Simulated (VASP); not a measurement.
# Ag (P6_3/mmc) in VASP: notebook, part 2 of 2

VASP 6.6.1.

## 3. Single point, PBEsol (18.33 Å³/atom)

This run uses another cell than the first one, of 18.33 Å³/atom.

The input, INCAR:

```
SYSTEM = Ag
ALGO = Fast
EDIFF = 1E-7
ENCUT = 520
GGA = PS
ISIF = 2
ISMEAR = 0
LASPH = .True.
LCHARG = .False.
LREAL = .False.
LWAVE = .False.
NBANDS = 30
NELM = 80
PREC = Accurate
SIGMA = 0.1
```

The input, KPOINTS:

```
k-points
0
Gamma
  18 18 4
  0 0 0
```

The input, POSCAR:

```
Ag
1.0
    2.9636278725      0.0000000000      0.0000000000
   -1.4818139362      2.5665770249      0.0000000000
    0.0000000000      0.0000000000      9.6394924868
Ag
4
Direct
    0.3333333333      0.6666666667      0.2500000000
    0.6666666667      0.3333333333      0.7500000000
    0.0000000000      0.0000000000      0.0000000000
    0.0000000000      0.0000000000      0.5000000000
```

Potentials or basis: VASP PAW PBE potentials, release 64 (Ag).

On the command line:

```sh
$ cat potpaw_PBE.64/Ag/POTCAR > POTCAR
$ mpirun -np 1 vasp_std > vasp.out
```

OUTCAR:

```text
SYSTEM = Ag
   EDIFF = 1E-7
   ENCUT = 520
   GGA = PS
   ISIF = 2
   ISMEAR = 0
   LASPH = .True.
   LREAL = .False.
   NELM = 80
   PREC = Accurate

 ion  position               nearest neighbor table
   1  0.333  0.667  0.250-   3 2.96   4 2.96   3 2.96   4 2.96   3 2.96   4 2.96
   2  0.667  0.333  0.750-   3 2.96   4 2.96   3 2.96   4 2.96   3 2.96   4 2.96
   3  0.000  0.000  0.000-   1 2.96   2 2.96   1 2.96   2 2.96   2 2.96   1 2.96
   4  0.000  0.000  0.500-   1 2.96   2 2.96   1 2.96   2 2.96   2 2.96   1 2.96

  LATTYP: Found a hexagonal cell.
 ALAT       =     2.9636278725
 C/A-ratio  =     3.2525988085

  Lattice vectors:

 A1 = (   2.9636278725,   0.0000000000,   0.0000000000)
 A2 = (  -1.4818139362,   2.5665770249,   0.0000000000)
 A3 = (   0.0000000000,   0.0000000000,   9.6394924868)

Analysis of symmetry for initial positions (statically):
=====================================================================
 Subroutine PRICEL returns:
 Original cell was already a primitive cell.

 Routine SETGRP: Setting up the symmetry group for a
 hexagonal supercell.

 Subroutine GETGRP returns: Found 24 space group operations
 (whereof 12 operations were pure point group operations)
 out of a pool of 24 trial point group operations.

The static configuration has the point symmetry D_3d.
 The point group associated with its full space group is D_6h.

Analysis of symmetry for dynamics (positions and initial velocities):
=====================================================================
 Subroutine PRICEL returns:
 Original cell was already a primitive cell.

 Routine SETGRP: Setting up the symmetry group for a
 hexagonal supercell.

 Subroutine GETGRP returns: Found 24 space group operations
 (whereof 12 operations were pure point group operations)
 out of a pool of 24 trial point group operations.

The dynamic configuration has the point symmetry D_3d.
 The point group associated with its full space group is D_6h.

 Subroutine INISYM returns: Found 24 space group operations
 (whereof 12 operations are pure point group operations),
 and found     1 'primitive' translations

----------------------------------------------------------------------------------------

                                     Primitive cell

  volume of cell :      73.3216

  direct lattice vectors                    reciprocal lattice vectors
     2.963627873  0.000000000  0.000000000     0.337424280  0.194811999  0.000000000
    -1.481813936  2.566577025  0.000000000     0.000000000  0.389623997  0.000000000
     0.000000000  0.000000000  9.639492487     0.000000000  0.000000000  0.103739901

  length of vectors
     2.963627873  2.963627872  9.639492487     0.389623997  0.389623997  0.103739901

  position of ions in fractional coordinates (direct lattice)
     0.333333333  0.666666667  0.250000000
     0.666666667  0.333333333  0.750000000
     0.000000000  0.000000000  0.000000000
     0.000000000  0.000000000  0.500000000

  ion indices of the primitive-cell ions
   primitive index   ion index
                 1           1
                 2           2
                 3           3
                 4           4

----------------------------------------------------------------------------------------

 KPOINTS: k-points

Automatic generation of k-mesh.
 Grid dimensions read from file:
 generate k-points for:   18   18    4

 Generating k-lattice:

  Cartesian coordinates                     Fractional coordinates (reciprocal lattice)
     0.018745793  0.010822889  0.000000000     0.055555556  0.000000000  0.000000000
     0.000000000  0.021645778  0.000000000     0.000000000  0.055555556  0.000000000
     0.000000000  0.000000000  0.025934975     0.000000000  0.000000000  0.250000000

  Length of vectors
     0.021645778  0.021645778  0.025934975

  Shift w.r.t. Gamma in fractional coordinates (k-lattice)
     0.000000000  0.000000000  0.000000000

 Subroutine IBZKPT returns following result:
 ===========================================

 Found    111 irreducible k-points:

 Following reciprocal coordinates:
            Coordinates               Weight
  0.000000  0.000000  0.000000      1.000000
  0.055556 -0.000000  0.000000      6.000000
  0.111111 -0.000000  0.000000      6.000000
  0.166667  0.000000  0.000000      6.000000
  0.222222  0.000000  0.000000      6.000000
  0.277778  0.000000  0.000000      6.000000
[... 16 lines left out ...]
  0.333333  0.111111  0.000000     12.000000
  0.388889  0.111111  0.000000     12.000000
 [... further k-points ...]
   k-points           NKPTS =    111   k-points in BZ     NKDIM =    111   number of bands    NBANDS=     30
   number of dos      NEDOS =    301   number of ions     NIONS =      4
   total plane-waves  NPLWV =  41472
   dimension x,y,z NGX =    24 NGY =   24 NGZ =   72
   dimension x,y,z NGXF=    48 NGYF=   48 NGZF=  144
   ions per type =               4
   NGX,Y,Z   is equivalent  to a cutoff of  13.46, 13.46, 12.42 a.u.
   NGXF,Y,Z  is equivalent  to a cutoff of  26.93, 26.93, 24.83 a.u.
 SYSTEM =  Ag
   PREC   = accura    normal or accurate (medium, high low for compatibility)
   ISTART =      0    job   : 0-new  1-cont  2-samecut
   ICHARG =      2    charge: 1-file 2-atom 10-const
   ISPIN  =      1    spin polarized calculation?
   LNONCOLLINEAR =      F non collinear calculations
   LSORBIT =      F    spin-orbit coupling
   LASPH  =      T    aspherical Exc in radial PAW
   ENCUT  =  520.0 eV  38.22 Ry    6.18 a.u.   5.51  5.51 17.92*2*pi/ulx,y,z
   NELM   =     80;   NELMIN=  2; NELMDL= -5     # of ELM steps
   EDIFF  = 0.1E-06   stopping-criterion for ELM
   LREAL  =      F    real-space projection
   EDIFFG = 0.1E-05   stopping-criterion for IOM
   NSW    =      0    number of steps for IOM
   IBRION =     -1    ionic relax: 0-MD 1-quasi-New 2-CG
   NFREE  =      0    steps in history (QN), initial steepest desc. (CG)
   ISIF   =      2    stress and relaxation
   ISYM   =      2    0-nonsym 1-usesym 2-fastsym
   POTIM  = 0.5000    time-step for ionic-motion
   TEBEG  =    0.0;   TEEND  =   0.0 temperature during run
   PSTRESS=    0.0 pullay stress
   NELECT =      44.0000    total number of electrons
   NUPDOWN=      -1.0000    fix difference up-down
   EMIN   =  10.00;   EMAX   =-10.00  energy-range for DOS
   EFERMI =   0.00;   METHOD = LEGACY
   ISMEAR =     0;   SIGMA  =   0.10  broadening in eV -4-tet -1-fermi 0-gaus
   EFERMI_NEDOS =   21; number of points for ismear=-14 and -15
   IALGO  =     68    algorithm
   IMIX   =      4    mixing-type and parameters
     AMIX     =   0.40;   BMIX     =  1.00
     AMIX_MAG =   1.60;   BMIX_MAG =  1.00
  volume/ion in A,a.u.               =      18.33       123.70
  Fermi-wavevector in a.u.,A,eV,Ry     =   1.380856  2.609439 25.943084  1.906763
  Thomas-Fermi vector in A             =   2.505694
   LORBIT       =      0    0 simple, 1 ext, 2 COOP (PROOUT), +10 PAW based schemes
   GGA     = PS    functional components
   LHFCALC =     F    Hartree Fock is set to
   AEXX    =    0.0000 exact exchange contribution
   IVDW    =     0    specifies the selected vdW correction
   LEPSILON=     F    determine dielectric tensor
   LRPA    =     F    only Hartree local field effects (RPA)
 non-spin polarized calculation
 RMM-DIIS sequential band-by-band and
 Gauss-broadening in eV      SIGMA  =   0.10
  energy-cutoff  :      520.00
  volume of cell :       73.32
 maximum number of plane-waves:      2024
 NGX is ok and might be reduce to    24
   NGX = 11   NGY = 11   NGZ = 35

 number of electron      43.9999989 magnetization

 Free energy of the ion-electron system (eV)
  ---------------------------------------------------
  ext. energy  EPLUGINS =         0.00000000
  ---------------------------------------------------
  free energy    TOTEN  =       -13.02593226 eV

  energy without entropy =      -13.02011038  energy(sigma->0) =      -13.02302132

 E-fermi :   7.2737     XC(G=0): -11.9848

 val. band max:        7.2698191717   @ k =   0.5000  -0.0000   0.2500
 cond. band min:       7.2901966236   @ k =   0.3889   0.0556   0.0000
 fundamental gap:      0.0203774519
 Fermi energy:         7.2736605195

 k-point     1 :       0.0000    0.0000    0.0000
  band No.  band energies     occupation
      1      -0.0440      2.00000
      2       1.2919      2.00000
      3       1.2953      2.00000
      4       1.3149      2.00000
      5       2.7344      2.00000
      6       2.7344      2.00000
[... 781 lines left out ...]
     29      15.8286      0.00000
     30      16.7232      0.00000

 [... further k-points ...]
[... 5 lines left out ...]
  --------------------------------------------------------------------------------------
  -------------------------------------------------------------------------------------
  Total       -3.9917603     -3.9917603     -3.9467635     -0.0000000      0.0000000      0.0000000
  in kB      -87.2253858    -87.2253858    -86.2421428     -0.0000000      0.0000000      0.0000000
  external PRESSURE =     -86.8976381 kB  Pullay stress =       0.0000000 kB

 VOLUME and BASIS-vectors are now :
 -----------------------------------------------------------------------------
  energy-cutoff  :      520.00
  volume of cell :       73.32
      direct lattice vectors                 reciprocal lattice vectors
     2.963627873  0.000000000  0.000000000     0.337424280  0.194811999  0.000000000
    -1.481813936  2.566577025  0.000000000     0.000000000  0.389623997  0.000000000
     0.000000000  0.000000000  9.639492487     0.000000000  0.000000000  0.103739901

 POSITION                                       TOTAL-FORCE (eV/Angst)
 -----------------------------------------------------------------------------------
     -0.00000      1.71105      2.40987        -0.000000     -0.000000      0.000000
      1.48181      0.85553      7.22962         0.000000     -0.000000     -0.000000
      0.00000      0.00000      0.00000        -0.000000      0.000000     -0.000000
      0.00000      0.00000      4.81975         0.000000      0.000000     -0.000000
 -----------------------------------------------------------------------------------
    total drift:                               -0.000000      0.000000      0.000000

  FREE ENERGIE OF THE ION-ELECTRON SYSTEM (eV)
  ---------------------------------------------------
  free  energy   TOTEN  =       -13.0259322642 eV

  energy  without entropy=      -13.0201103823  energy(sigma->0) =      -13.02302132
```

Wall time 90 s (1 thread of Intel Xeon 6975P-C (Granite Rapids), shared host); peak memory 0.32 GiB.

What came out:

```
Free energy            : -13.0259 eV
Pressure               : -8.7 GPa
Band gap on the k mesh : zero (bands 22 and 23 overlap by 6.18 eV)
```

Stress tensor (GPa, compression positive):
```
-8.72  0.00  0.00
 0.00 -8.72  0.00
 0.00  0.00 -8.62
```

Caveat: the cell stands under tension; the PAW data sets were made with another functional, which shifts forces and pressure a little.

## 4. Relaxation of shape and atoms at fixed volume, PBEsol (14.66 Å³/atom)

This run uses another cell than the first one, of 14.66 Å³/atom.

The input, INCAR:

```
SYSTEM = Ag
ALGO = Fast
EDIFF = 1E-6
EDIFFG = -0.01
ENCUT = 600
GGA = PS
IBRION = 2
ISIF = 4
ISMEAR = 0
LASPH = .TRUE.
LCHARG = .FALSE.
LREAL = .FALSE.
LWAVE = .FALSE.
NELM = 60
NSW = 50
PREC = Accurate
SIGMA = 0.1
```

The input, KPOINTS:

```
k-points
0
G
  18 18 4
  0 0 0
```

The input, POSCAR:

```
Ag
1.0
    2.7511884080      0.0000000000      0.0000000000
   -1.3755942040      2.3825990519      0.0000000000
    0.0000000000      0.0000000000      8.9485121376
Ag
4
Direct
    0.3333333333      0.6666666667      0.2500000000
    0.6666666667      0.3333333333      0.7500000000
    0.0000000000      0.0000000000      0.0000000000
    0.0000000000      0.0000000000      0.5000000000
```

On the command line:

```sh
$ cat potpaw_PBE.64/Ag/POTCAR > POTCAR
$ mpirun -np 1 vasp_std > vasp.out
```

Run time: 70 s. Hardware: 1 thread of Intel Xeon 6975P-C (Granite Rapids), shared host; peak memory 0.3 GiB.

Results (log left out):

| Quantity | Value |
| --- | --- |
| Free energy | -12.7658 eV |
| Pressure after relaxing | 21.4 GPa |
| Band gap on the k mesh | zero (bands 22 and 23 overlap by 6.92 eV) |

Stress tensor (GPa, compression positive):
```
21.35  0.00  0.00
 0.00 21.35  0.00
 0.00  0.00 21.45
```

Final structure:
```
CELL_PARAMETERS angstrom
2.75119 0.00000 0.00000
-1.37559 2.38260 0.00000
0.00000 0.00000 8.94851
ATOMIC_POSITIONS crystal
Ag 0.33333 0.66667 0.25000
Ag 0.66667 0.33333 0.75000
Ag 0.00000 0.00000 0.00000
Ag 0.00000 0.00000 0.50000
```

Levels at points of the mesh, in eV from the Fermi level:
| k point | band 19 | band 20 | band 21 | band 22 | band 23 | band 24 | band 25 | band 26 |
| --- | --- | --- | --- | --- | --- | --- | --- | --- |
| (0.00, 0.00, 0.00) | -3.90 | -3.59 | -3.59 | -3.07 | -3.07 | -0.87 | 4.55 | 12.41 |
| (0.50, 0.00, 0.00) | -2.82 | -2.78 | -0.59 | 0.41 | 1.19 | 1.74 | 5.19 | 5.25 |
| (0.00, 0.00, 0.50) | -3.29 | -3.29 | -3.29 | -3.29 | -2.98 | -2.98 | 7.50 | 7.50 |
| (0.50, 0.00, 0.50) | -2.84 | -2.84 | 0.10 | 0.10 | 1.51 | 1.51 | 5.51 | 5.51 |

Caveat: the PAW data sets were made with another functional, which shifts forces and pressure a little.

## 5. Relaxation of shape and atoms at fixed volume, PBEsol (15.16 Å³/atom)

This run uses another cell than the first one, of 15.16 Å³/atom.

The input, INCAR:

```
PREC = Accurate ; ENCUT = 600
EDIFF = 1E-6 ; ISMEAR = 0
SIGMA = 0.1 ; LREAL = False
LASPH = True ; NELM = 60
ALGO = Fast ; ISIF = 4
LWAVE = False ; LCHARG = False
GGA = PS ; IBRION = 2
NSW = 50 ; EDIFFG = -0.01
```

The input, KPOINTS:

```
regular mesh
0
Gamma
  18 18 4
```

The input, POSCAR:

```
Ag
1.0
    2.7821032249      0.0000000000      0.0000000000
   -1.3910516124      2.4093720687      0.0000000000
    0.0000000000      0.0000000000      9.0490656342
Ag
4
Direct
    0.3333333333      0.6666666667      0.2500000000
    0.6666666667      0.3333333333      0.7500000000
    0.0000000000      0.0000000000      0.0000000000
    0.0000000000      0.0000000000      0.5000000000
```

On the command line:

```sh
$ cat potpaw_PBE.64/Ag/POTCAR > POTCAR
$ mpirun -np 1 vasp_std > vasp.out
```

Wall time 64 s (1 thread of Intel Xeon 6975P-C (Granite Rapids), shared host); peak memory 0.3 GiB.

The run converged. Its results:

```yaml
Free_energy: -12.9883 eV
Pressure_after_relaxing: 14.3 GPa
Band_gap_on_the_k_mesh: zero (bands 22 and 23 overlap by 6.81 eV)
```

Final structure:
```
Ag
1.0
     2.78210    0.00000    0.00000
    -1.39105    2.40937    0.00000
     0.00000    0.00000    9.04907
Ag
4
Direct
  0.33333 0.66667 0.25000
  0.66667 0.33333 0.75000
  0.00000 0.00000 0.00000
  0.00000 0.00000 0.50000
```

Levels at points of the mesh, in eV from the Fermi level:
```
           k point  band 20  band 21  band 22  band 23  band 24  band 25
(0.00, 0.00, 0.00)    -3.54    -3.54    -3.05    -3.05    -0.77     4.33
(0.50, 0.00, 0.00)    -2.78    -0.51     0.47     1.14     1.68     4.97
(0.00, 0.00, 0.50)    -3.26    -3.26    -3.26    -2.86    -2.86     7.27
(0.50, 0.00, 0.50)    -2.83     0.12     0.12     1.47     1.47     5.32
```

Caveat: the PAW data sets were made with another functional, which shifts forces and pressure a little.

## 6. Single point, PBEsol (14.66 Å³/atom)

This run uses another cell than the first one, of 14.66 Å³/atom.

The input, INCAR:

```
SYSTEM = Ag
ALGO = Fast ; EDIFF = 1E-6
ENCUT = 520 ; GGA = PS
ISIF = 2 ; ISMEAR = 0
LASPH = .TRUE. ; LCHARG = .TRUE.
LELF = .TRUE. ; LREAL = .FALSE.
LVHAR = .TRUE. ; LWAVE = .FALSE.
NBANDS = 30 ; NELM = 100
PREC = Accurate ; SIGMA = 0.1
```

The input, KPOINTS:

```
k-points
0
G
  18 18 4
  0 0 0
```

The input, POSCAR:

```
Ag
1.0
    2.7511884080      0.0000000000      0.0000000000
   -1.3755942040      2.3825990519      0.0000000000
    0.0000000000      0.0000000000      8.9485121376
Ag
4
Direct
    0.3333333333      0.6666666667      0.2500000000
    0.6666666667      0.3333333333      0.7500000000
    0.0000000000      0.0000000000      0.0000000000
    0.0000000000      0.0000000000      0.5000000000
```

Potentials or basis: VASP PAW PBE potentials, release 64 (Ag).

On the command line:

```sh
$ cat potpaw_PBE.64/Ag/POTCAR > POTCAR
$ mpirun -np 1 vasp_std > vasp.out
```

Run time: 3.7 min. Hardware: 1 thread of Intel Xeon 8259CL, shared host; peak memory 0.27 GiB.

Results (log left out):

```
Free energy            : -12.7646 eV
Pressure               : 21.3 GPa
Band gap on the k mesh : zero (bands 22 and 23 overlap by 6.92 eV)
```

Stress tensor (GPa, compression positive):
```
21.28  0.00  0.00
 0.00 21.28  0.00
 0.00  0.00 21.39
```

Levels at points of the mesh, in eV from the Fermi level:
```tsv
k point	band 20	band 21	band 22	band 23	band 24	band 25
(0.00, 0.00, 0.00)	-3.59	-3.59	-3.07	-3.07	-0.87	4.55
(0.50, 0.00, 0.00)	-2.78	-0.59	0.41	1.19	1.74	5.19
(0.00, 0.00, 0.50)	-3.29	-3.29	-3.29	-2.98	-2.98	7.50
(0.50, 0.00, 0.50)	-2.84	0.10	0.10	1.51	1.51	5.51
```

Caveat: the cell stands under pressure; the PAW data sets were made with another functional, which shifts forces and pressure a little.

## 7. The runs side by side

```tsv
task	cell	cutoff (eV)	gap on the mesh (eV)	pressure (GPa)
relaxation of cell and atoms	relaxed from a = 2.886, b = 2.886, c = 10.000 Å, angles 90.0, 90.0, 120.0°, 4 atoms	600	none	0.0
single point	a = 2.964, b = 2.964, c = 9.639 Å, angles 90.0, 90.0, 120.0°, 4 atoms	520	none	-8.7
relaxation of shape and atoms at fixed volume	relaxed from a = 2.751, b = 2.751, c = 8.949 Å, angles 90.0, 90.0, 120.0°, 4 atoms	600	none	21.4
relaxation of shape and atoms at fixed volume	relaxed from a = 2.782, b = 2.782, c = 9.049 Å, angles 90.0, 90.0, 120.0°, 4 atoms	600	none	14.3
single point	a = 2.751, b = 2.751, c = 8.949 Å, angles 90.0, 90.0, 120.0°, 4 atoms	520	none	21.3
```

Alike in all rows: level PBEsol; potentials or basis VASP PAW PBE potentials, release 64 (Ag); no spin polarisation; k mesh 18 × 18 × 4; smearing gaussian 0.1 eV.

Caveats: the PAW data sets were made with another functional, which shifts forces and pressure a little; the cell stands under tension (at least some runs); the cell stands under pressure (at least some runs).

Absolute energies hang on the potentials; compare differences alone.

The gap in the log of VASP goes by the Fermi energy; the results here count the filled bands.